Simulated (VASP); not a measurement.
# Ge (P1) in VASP: notebook, part 2 of 2

VASP 6.6.1. Earlier steps stand in the parts before.

## 4. Single point, PBEsol

INCAR

```
PREC = Accurate
ENCUT = 520
EDIFF = 1E-6
ISMEAR = -1
SIGMA = 0.0517
LREAL = Auto
LASPH = True
NELM = 60
ALGO = Normal
ISIF = 2
LWAVE = False
LCHARG = False
GGA = PS
NBANDS = 186
```

KPOINTS

```
Automatic mesh
0
Gamma
  2 2 2
  0.5 0.5 0.5
```

POSCAR

```
Ge
1.0
    0.0000000000     -5.7330928960      5.2042578057
    4.9878589005      2.8665464480      5.2042578057
   -4.9878589005      2.8665464480      5.2042578057
Ge
24
Direct
    0.1500233951      0.4194566810      0.8797924776
    0.5268225539      0.7785172862      0.1808492167
    0.8488800412      0.1085844198      0.5238581959
    0.0266573689      0.8211537801      0.1891369042
    0.3601098323      0.1107701240      0.5338592775
    0.6858687088      0.4551101538      0.8815969576
    0.1745727354      0.8808015196      0.4582490693
    0.4988562884      0.2547324516      0.7643633475
    0.8162629207      0.5717174002      0.1254204932
    0.2984076861      0.5425867187      0.1074372802
    0.6705478691      0.8847696968      0.4219522743
   -0.0074429694      0.2045879061      0.7664055228
    0.5021810753      0.7429814563      0.7344607662
    0.8078523883      0.1089547176      0.0985157696
    0.1671754221      0.4071653073      0.4146909813
    0.8623654575      0.5715438208      0.5536419511
    0.2012177959      0.8932372525      0.9000664353
    0.5330156702      0.2860588981      0.2308161566
    0.3362567919      0.5493495058      0.6046319437
    0.6661293709      0.9387711934      0.8899881374
    0.0176238425      0.2604315757      0.2214242573
    0.9727785698      0.7321684250      0.8044056329
    0.3137368739      0.0711471805      0.1100470379
    0.6691506505      0.4233867368      0.4250690217
```

Potentials or basis: VASP PAW PBE potentials, release 64 (Ge_d).

Run with:

```
> cat potpaw_PBE.64/Ge_d/POTCAR > POTCAR
> mpirun -np 1 vasp_std > vasp.out
```

OUTCAR:

```text
PREC = Accurate
   ENCUT = 520
   EDIFF = 1E-6
   ISMEAR = -1
   LREAL = Auto
   LASPH = True
   NELM = 60
   ISIF = 2
   GGA = PS

 ion  position               nearest neighbor table
   1  0.150  0.419  0.880-  19 2.52  12 2.58  22 2.59  10 2.65  21 2.82   8 2.84
   2  0.527  0.779  0.181-   9 2.53  20 2.54  23 2.60  11 2.65
   3  0.849  0.109  0.524-  12 2.62  24 2.65  21 2.66  11 2.69   7 2.83
   4  0.027  0.821  0.189-  17 2.43  14 2.62   7 2.69  10 2.81   9 2.89
   5  0.360  0.111  0.534-  15 2.63   7 2.68   8 2.72  18 2.76  11 2.81
   6  0.686  0.455  0.882-  13 2.62   9 2.65   8 2.66  16 2.75  12 2.90
   7  0.175  0.881  0.458-   5 2.68   4 2.69  19 2.80   3 2.83
   8  0.499  0.255  0.764-  19 2.63   6 2.66  20 2.67   5 2.72   1 2.84
   9  0.816  0.572  0.125-   2 2.53  24 2.57   6 2.65  21 2.70  22 2.76   4 2.89
  10  0.298  0.543  0.107-  15 2.54  18 2.62   1 2.65   4 2.81
  11  0.671  0.885  0.422-   2 2.65  13 2.69   3 2.69  16 2.75   5 2.81
  12  0.993  0.205  0.766-   1 2.58   3 2.62  14 2.76  17 2.80   6 2.90
  13  0.502  0.743  0.734-  19 2.57   6 2.62  17 2.63  20 2.69  11 2.69
  14  0.808  0.109  0.099-  18 2.48  21 2.56   4 2.62  20 2.73  12 2.76
  15  0.167  0.407  0.415-  10 2.54  21 2.56  19 2.62  16 2.62   5 2.63
  16  0.862  0.572  0.554-  24 2.47  15 2.62  11 2.75   6 2.75  22 2.81
  17  0.201  0.893  0.900-   4 2.43  22 2.61  13 2.63  23 2.65  12 2.80
  18  0.533  0.286  0.231-  24 2.46  14 2.48  10 2.62   5 2.76
  19  0.336  0.549  0.605-   1 2.52  13 2.57  15 2.62   8 2.63   7 2.80  24 2.80
  20  0.666  0.939  0.890-   2 2.54  22 2.67   8 2.67  13 2.69  14 2.73
  21  0.018  0.260  0.221-  14 2.56  15 2.56  23 2.59   3 2.66   9 2.70   1 2.82
  22  0.973  0.732  0.804-   1 2.59  17 2.61  20 2.67   9 2.76  16 2.81
  23  0.314  0.071  0.110-  21 2.59   2 2.60  17 2.65
  24  0.669  0.423  0.425-  18 2.46  16 2.47   9 2.57   3 2.65  19 2.80

  LATTYP: Found a base centered monoclinic cell.
 ALAT       =    11.8829942097
 B/A-ratio  =     0.8394953010
 C/A-ratio  =     0.6515958644
 COS(beta)  =    -0.2315018669

  Lattice vectors:

 A1 = (  -4.9878589005,  -2.8665464480,  -5.2042578057)
[... 177 lines left out ...]
   GGA     = PS    functional components
   LHFCALC =     F    Hartree Fock is set to
   AEXX    =    0.0000 exact exchange contribution
   IVDW    =     0    specifies the selected vdW correction
   LEPSILON=     F    determine dielectric tensor
   LRPA    =     F    only Hartree local field effects (RPA)
 non-spin polarized calculation
  energy-cutoff  :      520.00
  volume of cell :      446.46
 maximum number of plane-waves:     12037
 NGX is ok and might be reduce to    60
   NGX = 29   NGY = 29   NGZ = 29

 number of electron     335.9999960 magnetization

 Free energy of the ion-electron system (eV)
  ---------------------------------------------------
  ext. energy  EPLUGINS =         0.00000000
  ---------------------------------------------------
  free energy    TOTEN  =      -112.74739798 eV

  energy without entropy =     -112.66375501  energy(sigma->0) =     -112.70557650

 E-fermi :   6.9046     XC(G=0): -11.4300

 val. band max:        6.8896237428   @ k =   0.2500   0.2500   0.2500
 cond. band min:       6.9449209585   @ k =   0.2500  -0.2500   0.2500
 fundamental gap:      0.0552972157
 Fermi energy:         6.9046042020

 k-point     1 :       0.2500    0.2500    0.2500
  band No.  band energies     occupation
      1     -18.1462      2.00000
      2     -18.1145      2.00000
      3     -18.0960      2.00000
      4     -18.0869      2.00000
      5     -18.0837      2.00000
      6     -18.0739      2.00000
[... 721 lines left out ...]
    179       8.5831      0.00000
    180       8.8899      0.00000
 [bands above 180 left out]

------------------------ aborting loop because EDIFF is reached ----------------------------------------

  FORCE on cell =-STRESS in cart. coord.  units (eV):
  Direction    XX          YY          ZZ          XY          YZ          ZX
  --------------------------------------------------------------------------------------
  -------------------------------------------------------------------------------------
  Total        4.1209162      0.8406884      2.2032855     -1.0357298     -0.3932019      0.0714761
  in kB       14.7883994      3.0169108      7.9067528     -3.7168398     -1.4110518      0.2565003
  external PRESSURE =       8.5706877 kB  Pullay stress =       0.0000000 kB

 VOLUME and BASIS-vectors are now :
 -----------------------------------------------------------------------------
  energy-cutoff  :      520.00
  volume of cell :      446.46
      direct lattice vectors                 reciprocal lattice vectors
     0.000000000 -5.733092896  5.204257806     0.000000000 -0.116283946  0.064050119
     4.987858901  2.866546448  5.204257806     0.100243413  0.058141973  0.064050119
    -4.987858901  2.866546448  5.204257806    -0.100243413  0.058141973  0.064050119

 POSITION                                       TOTAL-FORCE (eV/Angst)
 -----------------------------------------------------------------------------------
     -2.29609      2.86426      7.54239        -0.355188      0.017691      0.282175
      2.98108     -0.27025      7.73451        -0.319485      0.764385     -0.106523
     -2.07133     -3.05378      7.70918        -0.319382      0.000813     -0.124955
      3.15241      2.74322      5.39654        -1.052037      0.621048     -0.031186
     -2.11031     -0.21668      5.22892        -0.004899      0.007745     -0.084636
     -2.12726     -0.10042     10.52601         0.181313     -0.068937     -0.232075
[... 16 lines left out ...]
     -0.19403     -1.27928      2.57575         0.249664     -0.037683      0.161705
     -0.00839     -1.40416      7.89802        -0.673842      0.744297     -0.084403
 -----------------------------------------------------------------------------------
    total drift:                                0.005478     -0.006538     -0.002404

  FREE ENERGIE OF THE ION-ELECTRON SYSTEM (eV)
  ---------------------------------------------------
  free  energy   TOTEN  =      -112.7473979839 eV

  energy  without entropy=     -112.6637550145  energy(sigma->0) =     -112.70557650
```

It took 12 min on 1 thread of Intel Xeon Platinum 8259CL at 2.50GHz (Skylake/Cascade Lake), shared host; peak memory 0.61 GiB.

What came out:

* Free energy: -112.7474 eV
* Pressure: 0.9 GPa
* Largest force: 1.429 eV/Å
* Band gap on the k mesh: zero (bands 168 and 169 overlap by 0.10 eV)

Forces in eV/Å, atoms in the order of the input:
```
Ge  -0.355  0.018  0.282
Ge  -0.319  0.764 -0.107
Ge  -0.319  0.001 -0.125
Ge  -1.052  0.621 -0.031
Ge  -0.005  0.008 -0.085
Ge   0.181 -0.069 -0.232
Ge  -0.140  0.097 -0.139
Ge  -0.804 -0.395 -0.189
Ge   0.303 -0.748  0.223
Ge   0.341 -0.241  0.512
Ge  -0.200  0.051  0.202
Ge  -0.220  0.013  0.039
Ge   0.018  0.296  0.477
Ge   0.071 -0.779 -0.477
Ge  -0.275  0.581  0.395
Ge   0.073 -0.045  0.802
Ge   1.117 -0.456 -0.159
Ge  -0.244  0.317 -1.000
Ge   1.367 -0.390 -0.147
Ge   0.330 -0.367 -0.097
Ge  -0.162 -0.041 -0.219
Ge   0.721  0.057 -0.003
Ge   0.250 -0.038  0.162
Ge  -0.674  0.744 -0.084
```

Caveat: the k points lie up to 0.42 Å⁻¹ apart; the atoms stand as in a frame of molecular dynamics; semilocal functionals underestimate gaps, and a narrow one can read as zero; the PAW data sets were made with another functional, which shifts forces and pressure a little.

## 5. Summary

| cell | smearing | gap on the mesh (eV) | pressure (GPa) | largest force (eV/Å) |
| --- | --- | --- | --- | --- |
| a = 7.844, b = 7.859, c = 7.859 Å, angles 80.0, 79.8, 79.8°, 24 atoms, atomic positions A | fermi-dirac 0.05 eV | none | 4.1 | 1.50 |
| a = 8.014, b = 8.030, c = 8.030 Å, angles 80.0, 79.8, 79.8°, 24 atoms, atomic positions B | fermi-dirac 0.2327 eV | none | 3.9 | 3.68 |
| a = 7.743, b = 7.758, c = 7.758 Å, angles 80.0, 79.8, 79.8°, 24 atoms, atomic positions C | fermi-dirac 0.0517 eV | none | 0.9 | 1.43 |

Alike in all rows: task single point; level PBEsol; potentials or basis VASP PAW PBE potentials, release 64 (Ge_d); no spin polarisation; k mesh 2 × 2 × 2, shifted; cutoff (eV) 520.

Caveats: all runs use coarse meshes; the atoms stand as in a frame of molecular dynamics; semilocal functionals underestimate gaps, and a narrow one can read as zero; the PAW data sets were made with another functional, which shifts forces and pressure a little.

Total energies depend on the potentials used, so only differences within one code and one set of settings carry meaning.

The gap in the log of VASP goes by the Fermi energy; the results here count the filled bands.